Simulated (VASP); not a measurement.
# Be (P1) in VASP: a series of runs

The runs below take Be through single point, with r2SCAN.

All numbers are computed with VASP 6.6.1; they aren't measurements. Logs are shortened: lines on timing, memory, paths and dates and some standing lists are left out, and cuts for length are marked.

**1. The cell of the first run**

The typed cell holds 36 atoms: a = 7.198 Å, b = 7.198 Å, c = 7.519 Å, α = 90.00°, β = 90.00°, γ = 120.00°.

**2. Single point, r2SCAN**

Contents of POSCAR:

```
Be
1.0
    7.1976270000      0.0000000000      0.0000000000
   -3.5988140000      6.2333280000      0.0000000000
    0.0000000000      0.0000000000      7.5191210000
Be
36
Direct
    0.0456156248      0.0351016343      0.0365069268
    0.1595687575      0.2415563564      0.2843816451
    0.0202694156     -0.1186525079      0.6374016325
    0.0306056954      0.2137060652      0.7391555476
   -0.1617058386      0.4714335584      0.0171961590
    0.2360602305      0.6846904254      0.2820143472
    0.0867621101      0.3973479336      0.5025986415
    0.1055925687      0.5403213179      0.7435177596
    0.1660567435      0.6351021477      0.0013698410
    0.0102030688      0.8431771920      0.3071236651
   -0.0381223514      0.5769149321      0.5107777891
   -0.0189056754      0.7599792599      0.9293373521
    0.2817863068     -0.0648289325      0.0511628952
    0.5453588610      0.2849521155      0.1655778648
    0.3490003433      0.0380053801      0.4881155656
    0.2507294135      0.0704278677      0.7916882838
    0.2535518452      0.3951500707      0.0185792994
    0.4722939204      0.5788561103      0.2934385549
    0.2329020984      0.2267809427      0.5552776714
    0.3943738291      0.5220485750      0.7395944287
    0.4801281918      0.7968135160      0.0625339052
    0.5612697407      0.9786585914      0.3072699588
    0.3396421589      0.7156851043      0.5366983721
    0.4383452812      0.9169259182      0.7511250318
    0.7771169638      0.1350161583      0.0604325958
    0.8350903475      0.3161232651      0.2891428400
    0.8668967897      0.0793316187      0.5104985011
    0.7754842220      0.2570697387      0.7252975448
    0.5643849351      0.2489520847     -0.1071002847
    0.7609338410      0.5670806991      0.2943695147
    0.5925209936      0.3375403958      0.4878229782
    0.7573585295      0.5630700005      0.7433714659
    0.6595622969      0.6234229933      0.0067827077
    0.7582775332      0.8761772203      0.2128839262
    0.6879908713      0.7241556998      0.5224945841
    0.7651982392      0.9314767328      0.8219311805
```

Contents of INCAR.step1:

```
SYSTEM = Be
PREC = Accurate ; ENCUT = 520
ISMEAR = -1 ; SIGMA = 0.3
LREAL = Auto ; LASPH = .True.
NELM = 60 ; NBANDS = 60
GGA = PE ; ALGO = Normal
EDIFF = 1E-4 ; LWAVE = .True.
LCHARG = .False.
```

Contents of INCAR.step2:

```
SYSTEM = Be
PREC = Accurate ; ENCUT = 520
EDIFF = 1E-6 ; ISMEAR = -1
SIGMA = 0.3 ; LREAL = Auto
LASPH = .True. ; NELM = 60
ALGO = Normal ; ISIF = 2
LWAVE = .False. ; LCHARG = .True.
METAGGA = R2SCAN ; LMIXTAU = .True.
LELF = .True. ; LVHAR = .True.
NBANDS = 60 ; ISTART = 1
```

Contents of KPOINTS:

```
regular mesh
0
Gamma
  2 2 2
  0 0 0
```

Potentials or basis: VASP PAW PBE potentials, release 64 (Be).

The run is started by

```sh
> cat potpaw_PBE.64/Be/POTCAR > POTCAR
> cp INCAR.step1 INCAR
> mpirun -np 1 vasp_std > vasp.out
> cp INCAR.step2 INCAR
> mpirun -np 1 vasp_std > vasp.out
```

OUTCAR:

```text
SYSTEM = Be
   PREC = Accurate
   ENCUT = 520
   EDIFF = 1E-6
   ISMEAR = -1
   LREAL = Auto
   LASPH = .True.
   NELM = 60
   ISIF = 2
   METAGGA = R2SCAN
   ISTART = 1

 ion  position               nearest neighbor table
   1  0.046  0.035  0.037-  12 1.97  13 2.15  34 2.23  17 2.26   2 2.27  16 2.29  25 2.38
   2  0.160  0.242  0.284-  19 2.12   7 2.19  17 2.22   1 2.27  18 2.35
   3  0.020  0.881  0.637-  16 1.92  11 2.23  35 2.25  19 2.26  32 2.26  12 2.33  15 2.34
   4  0.031  0.214  0.739-  19 1.98  28 2.01  27 2.03  36 2.07   7 2.13   8 2.13  16 2.32
   5  0.838  0.471  0.017-  12 1.92  29 2.04   9 2.05  33 2.07  14 2.16  25 2.26  32 2.32  26 2.32
                            30 2.35
   6  0.236  0.685  0.282-  23 2.03   9 2.16  18 2.18  22 2.24  21 2.25
   7  0.087  0.397  0.503-  11 1.91  19 2.02  27 2.03   8 2.05  23 2.11   4 2.13   2 2.19  26 2.27

   8  0.106  0.540  0.744-   9 2.03   7 2.05  11 2.12   4 2.13  20 2.15  23 2.17  28 2.23
   9  0.166  0.635  0.001-  13 1.92  21 2.01  12 2.02   8 2.03   5 2.05  17 2.12   6 2.16
  10  0.010  0.843  0.307-  30 1.90  34 2.07  11 2.34
  11  0.962  0.577  0.511-   7 1.91   8 2.12  30 2.15   3 2.23  32 2.26  26 2.33  10 2.34  31 2.34

  12  0.981  0.760  0.929-   5 1.92   1 1.97   9 2.02  32 2.07  13 2.09  33 2.09   3 2.33  16 2.34

  13  0.282  0.935  0.051-   9 1.92  12 2.09  21 2.11   1 2.15  16 2.24
  14  0.545  0.285  0.166-  30 2.08  29 2.08   5 2.16  26 2.19
  15  0.349  0.038  0.488-  19 1.98  31 1.99  22 2.24  23 2.32   3 2.34  24 2.38
  16  0.251  0.070  0.792-   3 1.92  29 2.10  19 2.14  24 2.15  13 2.24   1 2.29   4 2.32  12 2.34

  17  0.254  0.395  0.019-   9 2.12   2 2.22   1 2.26  20 2.31
  18  0.472  0.579  0.293-  30 2.12   6 2.18  34 2.19  35 2.20  21 2.32   2 2.35
  19  0.233  0.227  0.555-   4 1.98  15 1.98   7 2.02   2 2.12  16 2.14   3 2.26  20 2.31  27 2.32
                            31 2.35
  20  0.394  0.522  0.740-   8 2.15  23 2.23  19 2.31  17 2.31
  21  0.480  0.797  0.063-   9 2.01  13 2.11  34 2.11  22 2.16  33 2.24   6 2.25  25 2.30  18 2.32

  22  0.561  0.979  0.307-  34 2.03  21 2.16  26 2.24  15 2.24   6 2.24  25 2.32
  23  0.340  0.716  0.537-   6 2.03  24 2.04   7 2.11   8 2.17  20 2.23  15 2.32
  24  0.438  0.917  0.751-  23 2.04  16 2.15  29 2.35  36 2.36  15 2.38
  25  0.777  0.135  0.060-  26 2.07  34 2.13   5 2.26  36 2.29  21 2.30  22 2.32   1 2.38
  26  0.835  0.316  0.289-  25 2.07  30 2.12  14 2.19  22 2.24   7 2.27   5 2.32  11 2.33  31 2.36
[... 9 lines left out ...]
  33  0.660  0.623  0.007-   5 2.07  12 2.09  32 2.22  34 2.22  21 2.24  30 2.38
  34  0.758  0.876  0.213-  22 2.03  10 2.07  21 2.11  25 2.13  18 2.19  33 2.22   1 2.23  30 2.32

  35  0.688  0.724  0.522-  18 2.20  27 2.22  32 2.22   3 2.25  30 2.26
  36  0.765  0.931  0.822-   4 2.07  25 2.29  24 2.36

  LATTYP: Found a hexagonal cell.
 ALAT       =     7.1976270000
 C/A-ratio  =     1.0446666658

  Lattice vectors:

 A1 = (   7.1976270000,   0.0000000000,   0.0000000000)
 A2 = (  -3.5988140000,   6.2333280000,   0.0000000000)
 A3 = (   0.0000000000,   0.0000000000,   7.5191210000)

Analysis of symmetry for initial positions (statically):
=====================================================================
 Subroutine PRICEL returns:
 Original cell was already a primitive cell.

 Routine SETGRP: Setting up the symmetry group for a
 hexagonal supercell.

 Subroutine GETGRP returns: Found  1 space group operations
 (whereof  1 operations were pure point group operations)
 out of a pool of 24 trial point group operations.

The static configuration has the point symmetry C_1 .

Analysis of symmetry for dynamics (positions and initial velocities):
=====================================================================
 Subroutine PRICEL returns:
 Original cell was already a primitive cell.

 Routine SETGRP: Setting up the symmetry group for a
 hexagonal supercell.

 Subroutine GETGRP returns: Found  1 space group operations
 (whereof  1 operations were pure point group operations)
 out of a pool of 24 trial point group operations.

The dynamic configuration has the point symmetry C_1 .

 Subroutine INISYM returns: Found  1 space group operations
 (whereof  1 operations are pure point group operations),
 and found     1 'primitive' translations

----------------------------------------------------------------------------------------

                                     Primitive cell

  volume of cell :     337.3466

  direct lattice vectors                    reciprocal lattice vectors
     7.197627000  0.000000000  0.000000000     0.138934679  0.080213984  0.000000000
    -3.598814000  6.233328000  0.000000000     0.000000000  0.160427945  0.000000000
     0.000000000  0.000000000  7.519121000     0.000000000  0.000000000  0.132994269

  length of vectors
     7.197627000  7.197627398  7.519121000     0.160427954  0.160427945  0.132994269

  position of ions in fractional coordinates (direct lattice)
     0.045615625  0.035101634  0.036506927
     0.159568757  0.241556356  0.284381645
     0.020269416  0.881347492  0.637401633
     0.030605695  0.213706065  0.739155548
     0.838294161  0.471433558  0.017196159
     0.236060231  0.684690425  0.282014347
[... 28 lines left out ...]
     0.687990871  0.724155700  0.522494584
     0.765198239  0.931476733  0.821931181

  ion indices of the primitive-cell ions
   primitive index   ion index
                 1           1
                 2           2
                 3           3
                 4           4
                 5           5
                 6           6
[... 28 lines left out ...]
                35          35
                36          36

----------------------------------------------------------------------------------------

 KPOINTS: regular mesh

Automatic generation of k-mesh.
 Grid dimensions read from file:
 generate k-points for:    2    2    2

 Generating k-lattice:

  Cartesian coordinates                     Fractional coordinates (reciprocal lattice)
     0.069467340  0.040106992  0.000000000     0.500000000  0.000000000  0.000000000
     0.000000000  0.080213972  0.000000000     0.000000000  0.500000000  0.000000000
     0.000000000  0.000000000  0.066497134     0.000000000  0.000000000  0.500000000

  Length of vectors
     0.080213977  0.080213972  0.066497134

  Shift w.r.t. Gamma in fractional coordinates (k-lattice)
     0.000000000  0.000000000  0.000000000

 Subroutine IBZKPT returns following result:
 ===========================================

 Found      8 irreducible k-points:

 Following reciprocal coordinates:
            Coordinates               Weight
  0.000000  0.000000  0.000000      1.000000
  0.500000  0.000000  0.000000      1.000000
  0.000000  0.500000  0.000000      1.000000
  0.500000  0.500000  0.000000      1.000000
  0.000000  0.000000  0.500000      1.000000
  0.500000  0.000000  0.500000      1.000000
  0.000000  0.500000  0.500000      1.000000
  0.500000  0.500000  0.500000      1.000000
   k-points           NKPTS =      8   k-points in BZ     NKDIM =      8   number of bands    NBANDS=     60
   number of dos      NEDOS =    301   number of ions     NIONS =     36
   total plane-waves  NPLWV = 163296
   dimension x,y,z NGX =    54 NGY =   54 NGZ =   56
   dimension x,y,z NGXF=   108 NGYF=  108 NGZF=  112
   ions per type =              36
   NGX,Y,Z   is equivalent  to a cutoff of  12.47, 12.47, 12.38 a.u.
   NGXF,Y,Z  is equivalent  to a cutoff of  24.95, 24.95, 24.76 a.u.
 SYSTEM =  Be
   PREC   = accura    normal or accurate (medium, high low for compatibility)
   ISTART =      1    job   : 0-new  1-cont  2-samecut
   ICHARG =      0    charge: 1-file 2-atom 10-const
   ISPIN  =      1    spin polarized calculation?
   LNONCOLLINEAR =      F non collinear calculations
   LSORBIT =      F    spin-orbit coupling
   LASPH  =      T    aspherical Exc in radial PAW
   ENCUT  =  520.0 eV  38.22 Ry    6.18 a.u.  13.38 13.38 13.98*2*pi/ulx,y,z
   NELM   =     60;   NELMIN=  2; NELMDL=  0     # of ELM steps
   EDIFF  = 0.1E-05   stopping-criterion for ELM
   LREAL  =      T    real-space projection
   EDIFFG = 0.1E-04   stopping-criterion for IOM
   NSW    =      0    number of steps for IOM
   IBRION =     -1    ionic relax: 0-MD 1-quasi-New 2-CG
   NFREE  =      0    steps in history (QN), initial steepest desc. (CG)
   ISIF   =      2    stress and relaxation
   ISYM   =      2    0-nonsym 1-usesym 2-fastsym
   POTIM  = 0.5000    time-step for ionic-motion
   TEBEG  =    0.0;   TEEND  =   0.0 temperature during run
   PSTRESS=    0.0 pullay stress
   NELECT =      72.0000    total number of electrons
   NUPDOWN=      -1.0000    fix difference up-down
   EMIN   =  10.00;   EMAX   =-10.00  energy-range for DOS
   EFERMI =   0.00;   METHOD = LEGACY
   ISMEAR =    -1;   SIGMA  =   0.30  broadening in eV -4-tet -1-fermi 0-gaus
   EFERMI_NEDOS =   21; number of points for ismear=-14 and -15
   IALGO  =     38    algorithm
   IMIX   =      4    mixing-type and parameters
     AMIX     =   0.40;   BMIX     =  1.00
     AMIX_MAG =   1.60;   BMIX_MAG =  1.00
  volume/ion in A,a.u.               =       9.37        63.24
  Fermi-wavevector in a.u.,A,eV,Ry     =   0.978348  1.848810 13.023028  0.957166
  Thomas-Fermi vector in A             =   2.109117
   LORBIT       =      0    0 simple, 1 ext, 2 COOP (PROOUT), +10 PAW based schemes
   METAGGA = R2SCAN    functional components
   LHFCALC =     F    Hartree Fock is set to
   AEXX    =    0.0000 exact exchange contribution
   IVDW    =     0    specifies the selected vdW correction
   LEPSILON=     F    determine dielectric tensor
   LRPA    =     F    only Hartree local field effects (RPA)
 non-spin polarized calculation
  energy-cutoff  :      520.00
  volume of cell :      337.35
 maximum number of plane-waves:      9100
 NGX is ok and might be reduce to    54
   NGX = 27   NGY = 27   NGZ = 27

 number of electron      72.0000000 magnetization

 Free energy of the ion-electron system (eV)
  ---------------------------------------------------
  ext. energy  EPLUGINS =         0.00000000
  ---------------------------------------------------
  free energy    TOTEN  =      -141.84465572 eV

  energy without entropy =     -139.62301856  energy(sigma->0) =     -140.73383714

 E-fermi :   5.2661     XC(G=0): -10.6232

 val. band max:        5.2260681026   @ k =   0.0000   0.5000   0.5000
 cond. band min:       5.2723439729   @ k =   0.5000   0.5000   0.0000
 fundamental gap:      0.0462758704
 Fermi energy:         5.2661417604

 k-point     1 :       0.0000    0.0000    0.0000
  band No.  band energies     occupation
      1      -5.5662      2.00000
      2      -3.6708      2.00000
      3      -3.3488      2.00000
      4      -2.7378      2.00000
      5      -2.6376      2.00000
      6      -2.4862      2.00000
[... 397 lines left out ...]
     47       7.8590      0.00035
     48       8.0890      0.00016
 [bands above 48 left out]

------------------------ aborting loop because EDIFF is reached ----------------------------------------

  FORCE on cell =-STRESS in cart. coord.  units (eV):
  Direction    XX          YY          ZZ          XY          YZ          ZX
  --------------------------------------------------------------------------------------
  -------------------------------------------------------------------------------------
  Total       -0.9048926     -1.6015220    -15.2882280      2.9145427     10.1437934      5.6878521
  in kB       -4.2976517     -7.6061886    -72.6091486     13.8421840     48.1764271     27.0136014
  external PRESSURE =     -28.1709963 kB  Pullay stress =       0.0000000 kB

 VOLUME and BASIS-vectors are now :
 -----------------------------------------------------------------------------
  energy-cutoff  :      520.00
  volume of cell :      337.35
      direct lattice vectors                 reciprocal lattice vectors
     7.197627000  0.000000000  0.000000000     0.138934679  0.080213984  0.000000000
    -3.598814000  6.233328000  0.000000000     0.000000000  0.160427945  0.000000000
     0.000000000  0.000000000  7.519121000     0.000000000  0.000000000  0.132994269

 POSITION                                       TOTAL-FORCE (eV/Angst)
 -----------------------------------------------------------------------------------
      0.20200      0.21880      0.27450        -0.671452      1.197958      0.464650
      0.27920      1.50570      2.13830        -0.408411     -0.865400     -0.426461
     -3.02591      5.49373      4.79270        -1.145886     -0.213444     -0.915194
     -0.54880      1.33210      5.55780         1.711520      0.176813      1.845417
      4.33713      2.93860      0.12930         0.345506     -1.597711      0.049175
     -0.76500      4.26790      2.12050        -0.940076     -0.279931     -0.516621
[... 28 lines left out ...]
      2.34580      4.51390      3.92870         0.497901     -0.126289     -0.368310
      2.15540      5.80620      6.18020         0.192605     -1.207938     -0.133597
 -----------------------------------------------------------------------------------
    total drift:                                0.000581     -0.001033      0.001999

  FREE ENERGIE OF THE ION-ELECTRON SYSTEM (eV)
  ---------------------------------------------------
  free  energy   TOTEN  =      -141.8446557178 eV

  energy  without entropy=     -139.6230185552  energy(sigma->0) =     -140.73383714
```

Wall time 13 min (1 thread of Intel Xeon 6975P-C, shared host); peak memory 0.47 GiB.

What came out:

```
Free energy            : -141.8447 eV
Pressure               : -2.8 GPa
Largest force          : 2.584 eV/Å
Band gap on the k mesh : zero (band 36 reaches 5.63 eV, above the bottom of band 37 at 5.00 eV)
```

Forces on the atoms (eV/Å):
```
Be  -0.671  1.198  0.465
Be  -0.408 -0.865 -0.426
Be  -1.146 -0.213 -0.915
Be   1.712  0.177  1.845
Be   0.346 -1.598  0.049
Be  -0.940 -0.280 -0.517
Be   0.863 -0.027 -0.288
Be  -0.876  0.927  0.456
Be   0.513 -0.650  0.122
Be   1.244  2.230  0.395
Be  -1.569  0.884 -0.828
Be   0.641  1.043 -1.073
Be   0.468  1.820  0.342
Be  -0.334 -0.257  0.782
Be  -0.088 -2.264 -0.064
Be  -0.312  0.969  1.050
Be   0.604 -0.156  0.019
Be  -0.347 -0.435 -0.170
Be   0.596 -0.360 -0.563
Be   0.391  0.396  0.356
Be   0.672 -0.492 -0.552
Be  -0.812 -0.086  0.834
Be   0.244  0.205 -0.542
Be   0.034 -0.004  1.440
Be  -0.330  0.167 -1.094
Be   0.300  0.629  1.119
Be   0.085 -0.681 -0.883
Be   0.416  0.051 -0.814
Be  -1.088 -0.565  0.176
Be  -0.783 -0.380 -0.767
Be  -0.235  1.112 -0.105
Be  -0.053 -0.402 -0.034
Be  -0.596 -0.708  0.275
Be   0.772 -0.049  0.411
Be   0.498 -0.126 -0.368
Be   0.193 -1.208 -0.134
```

Caveat: the k points lie up to 0.50 Å⁻¹ apart; the PAW data sets were made with another functional, which shifts forces and pressure a little.

(Part 1 of 2 ends here.)
